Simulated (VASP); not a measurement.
# AsSe2 (Fm-3m) in VASP: notebook, part 2 of 2

VASP 6.6.1.

## 4. Relaxation of cell and atoms, PBE

This run uses another cell than the first one, of 29.21 Å³/atom.

Contents of INCAR:

```
  PREC = Accurate
  ENCUT = 600
  EDIFF = 1E-6
  ISMEAR = 0
  SIGMA = 0.1
  LREAL = F
  LASPH = T
  NELM = 80
  ALGO = Normal
  ISIF = 3
  LWAVE = F
  LCHARG = F
  GGA = PE
  IBRION = 2
  NSW = 90
  EDIFFG = -0.04
```

Contents of KPOINTS:

```
Automatic mesh
0
Gamma
  4 4 4
```

Contents of POSCAR:

```
AsSe2
1.0
    0.0000000000      3.5252894500      3.5252894500
    3.5252894500      0.0000000000      3.5252894500
    3.5252894500      3.5252894500      0.0000000000
As Se
1 2
Direct
    0.0000000000      0.0000000000      0.0000000000
    0.2500000000      0.2500000000      0.2500000000
    0.7500000000      0.7500000000      0.7500000000
```

Potentials or basis: VASP PAW PBE potentials, release 64 (As, Se).

Started as:

```sh
$ cat potpaw_PBE.64/As/POTCAR potpaw_PBE.64/Se/POTCAR > POTCAR
$ mpirun -np 1 vasp_std > vasp.out
```

OUTCAR:

```text
PREC = Accurate
   ENCUT = 600
   EDIFF = 1E-6
   ISMEAR = 0
   LREAL = F
   LASPH = T
   NELM = 80
   ISIF = 3
   GGA = PE
   IBRION = 2
   NSW = 90
   EDIFFG = -0.04

 ion  position               nearest neighbor table
   1  0.000  0.000  0.000-
   2  0.250  0.250  0.250-
   3  0.750  0.750  0.750-

  LATTYP: Found a face centered cubic cell.
 ALAT       =     7.0505789000

  Lattice vectors:

 A1 = (   0.0000000000,   3.5252894500,   3.5252894500)
 A2 = (   3.5252894500,   0.0000000000,   3.5252894500)
 A3 = (   3.5252894500,   3.5252894500,   0.0000000000)

[... 167 lines left out ...]
  -------------------------------------------------------------------------------------
  Total       -4.3831811     -4.3831811     -4.3831811     -0.0000000      0.0000000      0.0000000
  in kB      -80.1467014    -80.1467014    -80.1467014     -0.0000000      0.0000000      0.0000000
  external PRESSURE =     -80.1467014 kB  Pullay stress =       0.0000000 kB
[... 61 lines left out ...]
--------------------------------------- Ionic step        3  -------------------------------------------

 number of electron      17.0000000 magnetization

 Free energy of the ion-electron system (eV)
  ---------------------------------------------------
  ext. energy  EPLUGINS =         0.00000000
  ---------------------------------------------------
  free energy    TOTEN  =       -10.66429889 eV

  energy without entropy =      -10.65076708  energy(sigma->0) =      -10.65753298

 E-fermi :   3.8916     XC(G=0):  -9.5610

 val. band max:        3.8415580760   @ k =   0.5000   0.0000   0.0000
 cond. band min:       3.9604661698   @ k =   0.2500   0.2500   0.0000
 fundamental gap:      0.1189080938
 Fermi energy:         3.8915806636

 k-point     1 :       0.0000    0.0000    0.0000
  band No.  band energies     occupation
      1     -11.0832      2.00000
      2      -7.3152      2.00000
      3      -4.2508      2.00000
      4       0.7608      2.00000
      5       0.7608      2.00000
      6       0.7608      2.00000
      7       1.3124      2.00000
      8       1.3124      2.00000
      9       1.3124      2.00000
     10       5.2537      0.00000
     11       5.2537      0.00000
     12       5.2537      0.00000
[... 133 lines left out ...]
  FREE ENERGIE OF THE ION-ELECTRON SYSTEM (eV)
  ---------------------------------------------------
  free  energy   TOTEN  =       -10.6642988864 eV

  energy  without entropy=      -10.6507670822  energy(sigma->0) =      -10.65753298

 reached required accuracy - stopping structural energy minimisation
```

It took 96 s on 1 thread of Intel Xeon 8259CL, shared host; peak memory 0.25 GiB.

What came out:

```
Free energy                           : -10.6643 eV
Relaxed volume                        : 23.80 Å³/atom
Relaxed cell                          : a = 4.657 Å, b = 4.657 Å, c = 4.657 Å, α = 60.00°, β = 60.00°, γ = 60.00°
Space group after relaxing (to 0.1 Å) : Fm-3m (No. 225)
Energy gained by relaxing             : 160.7 meV/atom
Ionic steps                           : 3
Pressure after relaxing               : 0.1 GPa
Band gap on the k mesh                : zero (an odd number of electrons rules out a gap without spin polarisation)
```

Step by step:
```csv
step,energy change (eV),largest force (eV/Å),pressure (GPa),volume (Å³)
1,0.0000,0.0000,-8.01,87.62
2,-0.4790,0.0000,0.93,70.37
3,-0.4822,0.0000,0.07,71.40
```

Final structure:
```xyz
3
Lattice="0.0000 3.2927 3.2927 3.2927 0.0000 3.2927 3.2927 3.2927 0.0000" Properties=species:S:1:pos:R:3 pbc="T T T"
As    0.0000    0.0000    0.0000
Se    1.6464    1.6464    1.6464
Se    4.9391    4.9391    4.9391
```

Caveat: the k points lie up to 0.41 Å⁻¹ apart in the final cell, too coarse for converged energies and pressures of a metal; the volume moved by over 15 % at a fixed basis, so the end points are rough.

## 5. Single point, PBE

Contents of INCAR:

```
SYSTEM = AsSe2
PREC = Accurate
ENCUT = 520
EDIFF = 1E-6
ISMEAR = 0
SIGMA = 0.1
LREAL = .False.
LASPH = .True.
NELM = 100
ALGO = Normal
ISIF = 2
LWAVE = .False.
LCHARG = .True.
GGA = PE
LELF = .True.
LVHAR = .True.
NBANDS = 16
```

Contents of KPOINTS:

```
Automatic mesh
0
Gamma
  12 12 12
  0 0 0
```

Contents of POSCAR:

```
AsSe2
1.0
    0.0000000000      3.2926692299      3.2926692299
    3.2926692299      0.0000000000      3.2926692299
    3.2926692299      3.2926692299      0.0000000000
As Se
1 2
Direct
    0.0000000000      0.0000000000      0.0000000000
    0.2500000000      0.2500000000      0.2500000000
    0.7500000000      0.7500000000      0.7500000000
```

Started as:

```sh
$ cat potpaw_PBE.64/As/POTCAR potpaw_PBE.64/Se/POTCAR > POTCAR
$ mpirun -np 1 vasp_std > vasp.out
```

Run time: 2.3 min. Hardware: 1 thread of Intel Xeon 8259CL, shared host; peak memory 0.25 GiB.

The run converged. Its results:

- Free energy: -10.7394 eV
- Pressure: 0.0 GPa
- Band gap on the k mesh: zero (an odd number of electrons rules out a gap without spin polarisation)

Levels at points of the mesh, in eV from the Fermi level:
```
           k point  band 7  band 8  band 9  band 10  band 11  band 12
(0.00, 0.00, 0.00)   -2.64   -2.64   -2.64     1.28     1.28     1.28
(0.50, 0.00, 0.00)   -2.34   -2.34   -0.13     2.45     2.45     3.06
(0.50, 0.50, 0.00)    0.28    0.28    0.50     1.06     3.06     3.06
```

## 6. Relaxation of cell and atoms, PBE

Contents of INCAR:

```
PREC = Accurate ; ENCUT = 600
EDIFF = 1E-7 ; ISMEAR = 0
SIGMA = 0.1 ; LREAL = F
LASPH = T ; NELM = 100
ALGO = Normal ; ISIF = 3
LWAVE = F ; LCHARG = F
GGA = PE ; IBRION = 2
NSW = 100 ; EDIFFG = -0.01
```

Contents of KPOINTS:

```
Automatic mesh
0
Gamma
  12 12 12
```

Contents of POSCAR:

```
AsSe2
1.0
    0.0000000000      3.2948179817      3.2948179817
    3.2948179817      0.0000000000      3.2948179817
    3.2948179817      3.2948179817      0.0000000000
As Se
1 2
Direct
    0.0000000000      0.0000000000      0.0000000000
    0.2500000000      0.2500000000      0.2500000000
    0.7500000000      0.7500000000      0.7500000000
```

Potentials or basis: VASP PAW PBE potentials, release 64 (As, Se).

Started as:

```sh
$ cat potpaw_PBE.64/As/POTCAR potpaw_PBE.64/Se/POTCAR > POTCAR
$ mpirun -np 1 vasp_std > vasp.out
```

OUTCAR:

```text
PREC = Accurate
   ENCUT = 600
   EDIFF = 1E-7
   ISMEAR = 0
   LREAL = F
   LASPH = T
   NELM = 100
   ISIF = 3
   GGA = PE
   IBRION = 2
   NSW = 100
   EDIFFG = -0.01

 ion  position               nearest neighbor table
   1  0.000  0.000  0.000-   2 2.85   3 2.85   3 2.85   3 2.85   3 2.85   2 2.85   2 2.85   2 2.85

   2  0.250  0.250  0.250-   1 2.85   1 2.85   1 2.85   1 2.85
   3  0.750  0.750  0.750-   1 2.85   1 2.85   1 2.85   1 2.85

  LATTYP: Found a face centered cubic cell.
 ALAT       =     6.5896359634

  Lattice vectors:

 A1 = (   0.0000000000,   3.2948179817,   3.2948179817)
 A2 = (   3.2948179817,   0.0000000000,   3.2948179817)
 A3 = (   3.2948179817,   3.2948179817,   0.0000000000)

Analysis of symmetry for initial positions (statically):
=====================================================================
 Subroutine PRICEL returns:
 Original cell was already a primitive cell.

 Routine SETGRP: Setting up the symmetry group for a
 face centered cubic supercell.
[... 230 lines left out ...]
      4       0.7493      2.00000
      5       0.7493      2.00000
      6       0.7493      2.00000
      7       1.3231      2.00000
      8       1.3231      2.00000
      9       1.3231      2.00000
     10       5.2480      0.00000
     11       5.2480      0.00000
     12       5.2480      0.00000
[... 331 lines left out ...]
 k-point    24 :      -0.4167    0.1667    0.0000
  band No.  band energies     occupation
      1      -9.4275      2.00000
      2      -8.8859      2.00000
      3      -6.2959      2.00000
      4      -0.5308      2.00000
      5      -0.4939      2.00000
      6       0.6069      2.00000
      7       2.2191      2.00000
      8       2.9872      2.00000
      9       3.3576      2.00000
     10       6.2188      0.00000
     11       6.4540      0.00000
     12       6.9765      0.00000

 [... further k-points ...]

------------------------ aborting loop because EDIFF is reached ----------------------------------------

  FORCE on cell =-STRESS in cart. coord.  units (eV):
  Direction    XX          YY          ZZ          XY          YZ          ZX
  --------------------------------------------------------------------------------------
  -------------------------------------------------------------------------------------
  Total        0.0142085      0.0142085      0.0142085      0.0000000      0.0000000     -0.0000000
  in kB        0.3188819      0.3188819      0.3188819      0.0000000      0.0000000     -0.0000000
  external PRESSURE =       0.3188819 kB  Pullay stress =       0.0000000 kB

 VOLUME and BASIS-vectors are now :
 -----------------------------------------------------------------------------
  energy-cutoff  :      600.00
  volume of cell :       71.39
      direct lattice vectors                 reciprocal lattice vectors
    -0.000000000  3.292554717  3.292554717    -0.151857765  0.151857765  0.151857765
     3.292554717 -0.000000000  3.292554717     0.151857765 -0.151857765  0.151857765
     3.292554717  3.292554717  0.000000000     0.151857765  0.151857765 -0.151857765

 POSITION                                       TOTAL-FORCE (eV/Angst)
 -----------------------------------------------------------------------------------
     -0.00000      3.29255      3.29255         0.000000     -0.000000      0.000000
      1.64628      1.64628      1.64628         0.000000     -0.000000      0.000000
      4.93883      4.93883      4.93883        -0.000000      0.000000     -0.000000
 -----------------------------------------------------------------------------------
    total drift:                               -0.000000     -0.000000      0.000000

  FREE ENERGIE OF THE ION-ELECTRON SYSTEM (eV)
  ---------------------------------------------------
  free  energy   TOTEN  =       -10.7394813105 eV

  energy  without entropy=      -10.7345916198  energy(sigma->0) =      -10.73703647

 reached required accuracy - stopping structural energy minimisation
```

CONTCAR:

```text
AsSe2
   1.00000000000000
    -0.0000000000000000    3.2925547174099346    3.2925547174099346
     3.2925547174099346   -0.0000000000000000    3.2925547174099346
     3.2925547174099346    3.2925547174099346    0.0000000000000000
  As              Se
     1     2
Direct
     1.0000000000000000    0.0000000000000000    0.0000000000000000
     0.2500000000000000    0.2500000000000000    0.2500000000000000
     0.7500000000000000    0.7500000000000000    0.7500000000000000

  0.00000000E+00  0.00000000E+00  0.00000000E+00
  0.00000000E+00  0.00000000E+00  0.00000000E+00
  0.00000000E+00  0.00000000E+00  0.00000000E+00
```

Run time: 3.5 min. Hardware: 1 thread of Intel Xeon 8259CL, shared host; peak memory 0.3 GiB.

What came out:

* Free energy: -10.7395 eV
* Relaxed volume: 23.80 Å³/atom
* Relaxed cell: a = 4.656 Å, b = 4.656 Å, c = 4.656 Å, α = 60.00°, β = 60.00°, γ = 60.00°
* Space group after relaxing (to 0.1 Å): Fm-3m (No. 225)
* Energy gained by relaxing: 0.0 meV/atom
* Ionic steps: 2
* Pressure after relaxing: 0.0 GPa
* Band gap on the k mesh: zero (an odd number of electrons rules out a gap without spin polarisation)

Final structure:
```
CELL_PARAMETERS angstrom
0.00000 3.29255 3.29255
3.29255 0.00000 3.29255
3.29255 3.29255 0.00000
ATOMIC_POSITIONS crystal
As 0.00000 0.00000 0.00000
Se 0.25000 0.25000 0.25000
Se 0.75000 0.75000 0.75000
```

Levels at points of the mesh, in eV from the Fermi level:
| k point | band 5 | band 6 | band 7 | band 8 | band 9 | band 10 | band 11 | band 12 |
| --- | --- | --- | --- | --- | --- | --- | --- | --- |
| (0.00, 0.00, 0.00) | -3.22 | -3.22 | -2.64 | -2.64 | -2.64 | 1.28 | 1.28 | 1.28 |
| (0.50, 0.00, 0.00) | -4.08 | -3.36 | -2.34 | -2.34 | -0.13 | 2.45 | 2.45 | 3.06 |
| (0.50, 0.50, 0.00) | -5.47 | -2.89 | 0.28 | 0.28 | 0.50 | 1.06 | 3.06 | 3.06 |

## 7. The runs side by side

```tsv
task	cell	k mesh	cutoff (eV)	gap on the mesh (eV)	pressure (GPa)	relaxed volume (Å³/atom)
single point	a = 4.660 Å, angles 60.0°, 3 atoms	4 × 4 × 4	520	none	0.0	-
single point	a = 4.986 Å, angles 60.0°, 3 atoms	4 × 4 × 4	520	none	-8.0	-
relaxation of cell and atoms	relaxed from a = 4.986 Å, angles 60.0°, 3 atoms	4 × 4 × 4	600	none	0.1	23.80
single point	a = 4.657 Å, angles 60.0°, 3 atoms	12 × 12 × 12	520	none	0.0	-
relaxation of cell and atoms	relaxed from a = 4.660 Å, angles 60.0°, 3 atoms	12 × 12 × 12	600	none	0.0	23.80
```

Alike in all rows: level PBE; potentials or basis VASP PAW PBE potentials, release 64 (As, Se); no spin polarisation; smearing gaussian 0.1 eV.

Caveats: some runs use coarse meshes; the volume moved by over 15 % at a fixed basis, so the end points are rough (at least some runs).

Total energies depend on the potentials used, so only differences within one code and one set of settings carry meaning.

The gap in the log of VASP goes by the Fermi energy; the results here count the filled bands.